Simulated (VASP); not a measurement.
# SnO2 in VASP: settings compared, part 2 of 2

VASP 6.6.1. Earlier steps stand in the parts before.

### Step 3. Single point, PBE

This run uses another cell than the first one, of 17.23 Å³/atom.

File INCAR:

```
PREC = Accurate
ENCUT = 520
EDIFF = 1E-6
ISMEAR = -1
SIGMA = 0.05
LREAL = F
LASPH = T
NELM = 80
ALGO = Normal
ISIF = 2
LWAVE = F
LCHARG = F
GGA = PE
NBANDS = 35
```

File KPOINTS:

```
Automatic mesh
0
Gamma
  9 9 3
```

File POSCAR:

```
SnO2
1.0
    3.2939363227      0.0000000000      0.0000000000
   -1.6469681613      2.8526325339      0.0000000000
    0.0000000000      0.0000000000     11.0021953763
Sn O
2 4
Direct
    0.0000000000      0.0000000000      0.0000000000
    0.0000000000      0.0000000000      0.5000000000
    0.3333333333      0.6666666667      0.9058620000
    0.3333333333      0.6666666667      0.5941380000
    0.6666666667      0.3333333333      0.0941380000
    0.6666666667      0.3333333333      0.4058620000
```

Potentials or basis: VASP PAW PBE potentials, release 64 (Sn_d, O).

Command:

```bash
$ cat potpaw_PBE.64/Sn_d/POTCAR potpaw_PBE.64/O/POTCAR > POTCAR
$ mpirun -np 1 vasp_std > vasp.out
```

OUTCAR:

```text
PREC = Accurate
   ENCUT = 520
   EDIFF = 1E-6
   ISMEAR = -1
   LREAL = F
   LASPH = T
   NELM = 80
   ISIF = 2
   GGA = PE

 ion  position               nearest neighbor table
   1  0.000  0.000  0.000-   3 2.17   5 2.17   3 2.17   5 2.17   5 2.17   3 2.17
   2  0.000  0.000  0.500-   4 2.17   6 2.17   4 2.17   6 2.17   6 2.17   4 2.17
   3  0.333  0.667  0.906-   1 2.17   1 2.17   1 2.17
   4  0.333  0.667  0.594-   2 2.17   2 2.17   2 2.17
   5  0.667  0.333  0.094-   1 2.17   1 2.17   1 2.17
   6  0.667  0.333  0.406-   2 2.17   2 2.17   2 2.17

  LATTYP: Found a hexagonal cell.
 ALAT       =     3.2939363227
 C/A-ratio  =     3.3401360252

  Lattice vectors:

 A1 = (   3.2939363227,   0.0000000000,   0.0000000000)
 A2 = (  -1.6469681613,   2.8526325339,   0.0000000000)
 A3 = (   0.0000000000,   0.0000000000,  11.0021953763)

Analysis of symmetry for initial positions (statically):
=====================================================================
 Subroutine PRICEL returns:
 Original cell was already a primitive cell.
[... 179 lines left out ...]

 val. band max:        1.6068359194   @ k =   0.2222   0.2222   0.0000
 cond. band min:       3.3640598485   @ k =   0.0000   0.0000   0.0000
 fundamental gap:      1.7572239292
 Fermi energy:         2.5809511340

 k-point     1 :       0.0000    0.0000    0.0000
  band No.  band energies     occupation
      1     -18.4572      2.00000
      2     -18.4570      2.00000
      3     -18.2971      2.00000
      4     -18.2971      2.00000
      5     -18.2970      2.00000
      6     -18.2970      2.00000
[... 901 lines left out ...]
     34      11.2648      0.00000
     35      13.3962      0.00000

------------------------ aborting loop because EDIFF is reached ----------------------------------------

  FORCE on cell =-STRESS in cart. coord.  units (eV):
  Direction    XX          YY          ZZ          XY          YZ          ZX
  --------------------------------------------------------------------------------------
  -------------------------------------------------------------------------------------
  Total       -5.0042137     -5.0042137     -2.2024899     -0.0000000     -0.0000000     -0.0000000
  in kB      -77.5543297    -77.5543297    -34.1337602     -0.0000000     -0.0000000     -0.0000000
  external PRESSURE =     -63.0808065 kB  Pullay stress =       0.0000000 kB

 VOLUME and BASIS-vectors are now :
 -----------------------------------------------------------------------------
  energy-cutoff  :      520.00
  volume of cell :      103.38
      direct lattice vectors                 reciprocal lattice vectors
     3.293936323  0.000000000  0.000000000     0.303588140  0.175276694  0.000000000
    -1.646968161  2.852632534  0.000000000     0.000000000  0.350553388  0.000000000
     0.000000000  0.000000000 11.002195376     0.000000000  0.000000000  0.090890951

 POSITION                                       TOTAL-FORCE (eV/Angst)
 -----------------------------------------------------------------------------------
      0.00000      0.00000      0.00000         0.000000      0.000000      0.000000
      0.00000      0.00000      5.50110         0.000000      0.000000      0.000000
     -0.00000      1.90176      9.96647        -0.000000     -0.000000      0.605630
     -0.00000      1.90176      6.53682         0.000000      0.000000     -0.605630
      1.64697      0.95088      1.03572        -0.000000      0.000000     -0.605630
      1.64697      0.95088      4.46537        -0.000000     -0.000000      0.605630
 -----------------------------------------------------------------------------------
    total drift:                               -0.000000      0.000000      0.000000

  FREE ENERGIE OF THE ION-ELECTRON SYSTEM (eV)
  ---------------------------------------------------
  free  energy   TOTEN  =       -36.2338358710 eV

  energy  without entropy=      -36.2338358684  energy(sigma->0) =      -36.23383587
```

OSZICAR:

```text
N       E                     dE             d eps       ncg     rms          rms(c)
DAV:   1     0.628460611365E+03    0.62846E+03   -0.25593E+04  1824   0.205E+03
DAV:   2     0.626231327723E+02   -0.56584E+03   -0.53175E+03  1864   0.575E+02
DAV:   3    -0.367137990516E+02   -0.99337E+02   -0.97092E+02  1926   0.204E+02
DAV:   4    -0.419329821048E+02   -0.52192E+01   -0.51880E+01  2056   0.525E+01
DAV:   5    -0.420770159930E+02   -0.14403E+00   -0.14385E+00  2118   0.900E+00    0.147E+01
DAV:   6    -0.362140362747E+02    0.58630E+01   -0.18158E+01  2603   0.657E+01    0.609E+00
DAV:   7    -0.362745430381E+02   -0.60507E-01   -0.21922E+00  1860   0.866E+00    0.314E+00
DAV:   8    -0.362390379494E+02    0.35505E-01   -0.21512E-01  2430   0.356E+00    0.967E-01
DAV:   9    -0.362321011410E+02    0.69368E-02   -0.32513E-02  2410   0.238E+00    0.149E-01
DAV:  10    -0.362337575327E+02   -0.16564E-02   -0.66693E-03  2194   0.840E-01    0.854E-02
DAV:  11    -0.362338301738E+02   -0.72641E-04   -0.92268E-04  2667   0.329E-01    0.350E-02
DAV:  12    -0.362338370715E+02   -0.68976E-05   -0.79143E-05  2269   0.796E-02    0.158E-02
DAV:  13    -0.362338359387E+02    0.11328E-05   -0.11473E-05  2102   0.221E-02    0.237E-03
DAV:  14    -0.362338358710E+02    0.67712E-07   -0.58317E-07  1269   0.943E-03
   1 F= -.36233836E+02 E0= -.36233836E+02  d E =-.259639E-08
```

stdout:

```text
POSCAR found type information on POSCAR SnO
 POSCAR found :  2 types and       6 ions
 scaLAPACK will be used
 LDA part: xc-table for (Slater+PW92), standard interpolation
 POSCAR, INCAR and KPOINTS ok, starting setup
 FFT: planning ... GRIDC
 FFT: planning ... GRID_SOFT
 FFT: planning ... GRID
 WAVECAR not read
 entering main loop
```

Run time: 66 s. Hardware: 1 thread of Intel Xeon Platinum 8259CL at 2.50GHz (Skylake/Cascade Lake), shared host; peak memory 0.24 GiB.

Results:

| Item | Value |
| --- | --- |
| Free energy | -36.2338 eV |
| Pressure | -6.3 GPa |
| Largest force | 0.606 eV/Å |
| Band gap on the k mesh | 1.76 eV (least direct gap 2.08 eV) |

Forces on the atoms (eV/Å):
```
Sn   0.000  0.000  0.000
Sn   0.000  0.000  0.000
O    0.000  0.000  0.606
O    0.000  0.000 -0.606
O    0.000  0.000 -0.606
O    0.000  0.000  0.606
```

Stress tensor (GPa, compression positive):
```
-7.76  0.00  0.00
 0.00 -7.76  0.00
 0.00  0.00 -3.41
```

Levels at points of the mesh, in eV from the valence-band top:
| k point | band 22 | band 23 | band 24 | band 25 | band 26 | band 27 | band 28 | band 29 | band 30 | band 31 |
| --- | --- | --- | --- | --- | --- | --- | --- | --- | --- | --- |
| (0.00, 0.00, 0.00) | -0.90 | -0.88 | -0.88 | -0.87 | -0.32 | 1.76 | 2.40 | 5.12 | 5.46 | 9.78 |

Caveat: the cell stands under tension; spin-orbit coupling is left out, which moves the levels of the heavy elements.

### Step 4. Single point, PBE (atoms moved at random)

File INCAR:

```
SYSTEM = SnO2
  ALGO = Normal
  EDIFF = 1E-7
  ENCUT = 520
  GGA = PE
  ISIF = 2
  ISMEAR = -1
  LASPH = .TRUE.
  LCHARG = .TRUE.
  LELF = .TRUE.
  LREAL = .FALSE.
  LVHAR = .TRUE.
  LWAVE = .FALSE.
  NBANDS = 35
  NELM = 80
  PREC = Accurate
  SIGMA = 0.05
```

File KPOINTS:

```
k-points
0
G
  9 9 3
  0 0 0
```

File POSCAR:

```
SnO2
1.0
    3.2305756168      0.0000000000      0.0000000000
   -1.6152878084      2.7977605530      0.0000000000
    0.0000000000      0.0000000000     10.7905620000
Sn O
2 4
Direct
   -0.0020920000      0.0069410000     -0.0008700000
    0.0013250000     -0.0153100000      0.5008910000
    0.3156150000      0.6637970000      0.9081110000
    0.3255380000      0.6656590000      0.5941060000
    0.6559810000      0.3264620000      0.0920230000
    0.6545020000      0.3264670000      0.4061530000
```

Potentials or basis: VASP PAW PBE potentials, release 64 (Sn_d, O).

Command:

```bash
$ cat potpaw_PBE.64/Sn_d/POTCAR potpaw_PBE.64/O/POTCAR > POTCAR
$ mpirun -np 1 vasp_std > vasp.out
```

OUTCAR:

```text
SYSTEM = SnO2
   EDIFF = 1E-7
   ENCUT = 520
   GGA = PE
   ISIF = 2
   ISMEAR = -1
   LASPH = .TRUE.
   LREAL = .FALSE.
   NELM = 80
   PREC = Accurate

 ion  position               nearest neighbor table
   1  0.998  0.007  0.999-   3 2.08   3 2.09   5 2.10   5 2.10   3 2.15   5 2.15
   2  0.001  0.985  0.501-   4 2.06   6 2.09   6 2.11   4 2.14   4 2.16   6 2.18
   3  0.316  0.664  0.908-   1 2.08   1 2.09   1 2.15
   4  0.326  0.666  0.594-   2 2.06   2 2.14   2 2.16
   5  0.656  0.326  0.092-   1 2.10   1 2.10   1 2.15
   6  0.655  0.326  0.406-   2 2.09   2 2.11   2 2.18

  LATTYP: Found a hexagonal cell.
 ALAT       =     3.2305756168
 C/A-ratio  =     3.3401360253

  Lattice vectors:

 A1 = (   3.2305756168,   0.0000000000,   0.0000000000)
 A2 = (  -1.6152878084,   2.7977605530,   0.0000000000)
 A3 = (   0.0000000000,   0.0000000000,  10.7905620000)

Analysis of symmetry for initial positions (statically):
=====================================================================
 Subroutine PRICEL returns:
 Original cell was already a primitive cell.
[... 173 lines left out ...]
  free energy    TOTEN  =       -36.29887244 eV

  energy without entropy =      -36.29887244  energy(sigma->0) =      -36.29887244

 E-fermi :   3.2578     XC(G=0):  -9.1740

 val. band max:        2.1142301198   @ k =  -0.4444   0.2222   0.0000
 cond. band min:       4.2023838748   @ k =   0.0000   0.0000   0.0000
 fundamental gap:      2.0881537550
 Fermi energy:         3.2578251070

 k-point     1 :       0.0000    0.0000    0.0000
  band No.  band energies     occupation
      1     -17.9701      2.00000
      2     -17.9297      2.00000
      3     -17.7743      2.00000
      4     -17.7544      2.00000
      5     -17.6809      2.00000
      6     -17.6776      2.00000
[... 901 lines left out ...]
     34      13.8109      0.00000
     35      14.0457      0.00000

 [... further k-points ...]
[... 5 lines left out ...]
  --------------------------------------------------------------------------------------
  -------------------------------------------------------------------------------------
  Total        0.6791680      0.6218232      1.0188221     -0.0815191     -0.1439539     -0.2541130
  in kB       11.1571496     10.2151083     16.7368765     -1.3391687     -2.3648280     -4.1744854
  external PRESSURE =      12.7030448 kB  Pullay stress =       0.0000000 kB

 VOLUME and BASIS-vectors are now :
 -----------------------------------------------------------------------------
  energy-cutoff  :      520.00
  volume of cell :       97.53
      direct lattice vectors                 reciprocal lattice vectors
     3.230575617  0.000000000  0.000000000     0.309542360  0.178714365  0.000000000
    -1.615287808  2.797760553  0.000000000     0.000000000  0.357428730  0.000000000
     0.000000000  0.000000000 10.790562000     0.000000000  0.000000000  0.092673579

 POSITION                                       TOTAL-FORCE (eV/Angst)
 -----------------------------------------------------------------------------------
      3.21261      0.01942     10.78117        -0.279404     -0.453845      0.263287
     -1.58628      2.75493      5.40490        -0.773806      0.419849     -0.230795
     -0.05261      1.85715      9.79903         0.296523      0.178340     -0.420690
     -0.02356      1.86235      6.41074         0.421175     -0.332342      0.142033
      1.59187      0.91336      0.99298        -0.018706      0.275583      0.160673
      1.58708      0.91338      4.38262         0.354219     -0.087586      0.085492
 -----------------------------------------------------------------------------------
    total drift:                               -0.000367      0.001399     -0.000576

  FREE ENERGIE OF THE ION-ELECTRON SYSTEM (eV)
  ---------------------------------------------------
  free  energy   TOTEN  =       -36.2988724438 eV

  energy  without entropy=      -36.2988724437  energy(sigma->0) =      -36.29887244
```

Run time: 5.3 min. Hardware: 1 thread of Intel Xeon Platinum 8259CL at 2.50GHz (Skylake/Cascade Lake), shared host; peak memory 0.43 GiB.

Results:

```
Free energy            : -36.2989 eV
Pressure               : 1.3 GPa
Largest force          : 0.910 eV/Å
Band gap on the k mesh : 2.09 eV (least direct gap 2.52 eV)
```

Forces in eV/Å, atoms in the order of the input:
```
Sn  -0.279 -0.454  0.263
Sn  -0.774  0.420 -0.231
O    0.297  0.178 -0.421
O    0.421 -0.332  0.142
O   -0.019  0.276  0.161
O    0.354 -0.088  0.085
```

Stress tensor (GPa, compression positive):
```
 1.12 -0.13 -0.42
-0.13  1.02 -0.24
-0.42 -0.24  1.67
```

Caveat: the cell differs from its parent crystal (atoms moved at random); spin-orbit coupling is left out, which moves the levels of the heavy elements. A k mesh can miss the band edges.

### Step 5. Relaxation of cell and atoms, r2SCAN

This run uses another cell than the first one, of 16.25 Å³/atom.

File POSCAR:

```
SnO2
1.0
    3.2305756168      0.0000000000      0.0000000000
   -1.6152878084      2.7977605530      0.0000000000
    0.0000000000      0.0000000000     10.7905620000
Sn O
2 4
Direct
    0.0000000000      0.0000000000      0.0000000000
    0.0000000000      0.0000000000      0.5000000000
    0.3333333333      0.6666666667      0.9058620000
    0.3333333333      0.6666666667      0.5941380000
    0.6666666667      0.3333333333      0.0941380000
    0.6666666667      0.3333333333      0.4058620000
```

File INCAR.step1:

```
PREC = Accurate
ENCUT = 600
ISMEAR = -1
SIGMA = 0.05
LREAL = F
LASPH = T
NELM = 80
GGA = PE
ALGO = Normal
EDIFF = 1E-4
LWAVE = T
LCHARG = F
```

File INCAR.step2:

```
PREC = Accurate
ENCUT = 600
EDIFF = 1E-6
ISMEAR = -1
SIGMA = 0.05
LREAL = F
LASPH = T
NELM = 80
ALGO = Normal
ISIF = 3
LWAVE = F
LCHARG = F
METAGGA = R2SCAN
LMIXTAU = T
IBRION = 2
NSW = 60
EDIFFG = -0.01
ISTART = 1
```

File KPOINTS:

```
Automatic mesh
0
Gamma
  9 9 3
```

Command:

```bash
$ cat potpaw_PBE.64/Sn_d/POTCAR potpaw_PBE.64/O/POTCAR > POTCAR
$ cp INCAR.step1 INCAR
$ mpirun -np 1 vasp_std > vasp.out
$ cp INCAR.step2 INCAR
$ mpirun -np 1 vasp_std > vasp.out
```

Wall time 16 min (1 thread of Intel Xeon 6975P-C (Granite Rapids), shared host); peak memory 0.32 GiB.

Results (log left out):

```
Free energy                           : -83.1958 eV
Relaxed volume                        : 15.75 Å³/atom
Relaxed cell                          : a = 3.195 Å, b = 3.195 Å, c = 10.694 Å, α = 90.00°, β = 90.00°, γ = 120.00°
Space group after relaxing (to 0.1 Å) : P6_3/mmc (No. 194)
Energy gained by relaxing             : 11.3 meV/atom
Ionic steps                           : 6
Pressure after relaxing               : 0.0 GPa
Band gap on the k mesh                : 2.86 eV (least direct gap 3.34 eV)
```

Step by step:
| step | energy change (eV) | largest force (eV/Å) | pressure (GPa) | volume (Å³) |
| --- | --- | --- | --- | --- |
| 1 | 0.0000 | 0.5533 | -5.38 | 97.53 |
| 2 | 0.1053 | 0.8717 | 10.35 | 90.02 |
| 3 | -0.0675 | 0.0535 | -0.09 | 94.52 |
| 4 | -0.0675 | 0.0443 | 0.07 | 94.46 |
| 5 | -0.0680 | 0.0134 | 0.05 | 94.51 |
| 6 | -0.0681 | 0.0000 | 0.03 | 94.53 |

Final structure:
```cif
data_structure
_symmetry_space_group_name_H-M 'P 1'
_symmetry_Int_Tables_number 1
_cell_length_a 3.1948
_cell_length_b 3.1948
_cell_length_c 10.6937
_cell_angle_alpha 90.000
_cell_angle_beta 90.000
_cell_angle_gamma 120.000
_cell_volume 94.53
loop_
_atom_site_label
_atom_site_type_symbol
_atom_site_fract_x
_atom_site_fract_y
_atom_site_fract_z
_atom_site_occupancy
Sn1 Sn 0.00000 0.00000 0.00000 1
Sn2 Sn 0.00000 0.00000 0.50000 1
O1 O 0.33333 0.66667 0.90711 1
O2 O 0.33333 0.66667 0.59289 1
O3 O 0.66667 0.33333 0.09289 1
O4 O 0.66667 0.33333 0.40711 1
```

Levels at points of the mesh, in eV from the valence-band top:
```tsv
k point	band 24	band 25	band 26	band 27	band 28	band 29
(0.00, 0.00, 0.00)	-0.88	-0.88	-0.48	2.86	3.62	6.30
```

Caveat: the PAW data sets were made with another functional, which shifts forces and pressure a little; spin-orbit coupling is left out, which moves the levels of the heavy elements.

### Step 6. Summary

```csv
task,level,cell,cutoff (eV),gap on the mesh (eV),pressure (GPa),largest force (eV/Å)
single point,PBE,"a = 3.273, b = 3.273, c = 10.933 Å, angles 90.0, 90.0, 120.0°, 6 atoms, atomic positions A",520,1.86,-4.4,0.44
single point,PBE,"a = 3.294, b = 3.294, c = 11.002 Å, angles 90.0, 90.0, 120.0°, 6 atoms, atomic positions A",520,1.76,-6.3,0.61
single point,PBE,"a = 3.231, b = 3.231, c = 10.791 Å, angles 90.0, 90.0, 120.0°, 6 atoms, atomic positions B",520,2.09,1.3,0.91
relaxation of cell and atoms,r2SCAN,"relaxed from a = 3.231, b = 3.231, c = 10.791 Å, angles 90.0, 90.0, 120.0°, 6 atoms, atomic positions A",600,2.86,0.0,-
```

Alike in all rows: potentials or basis VASP PAW PBE potentials, release 64 (Sn_d, O); no spin polarisation; k mesh 9 × 9 × 3; smearing fermi-dirac 0.05 eV.

Caveats: spin-orbit coupling is left out, which moves the levels of the heavy elements; the cell stands under tension (at least some runs); the PAW data sets were made with another functional, which shifts forces and pressure a little (at least some runs).

Total energies depend on the potentials used, so only differences within one code and one set of settings carry meaning.
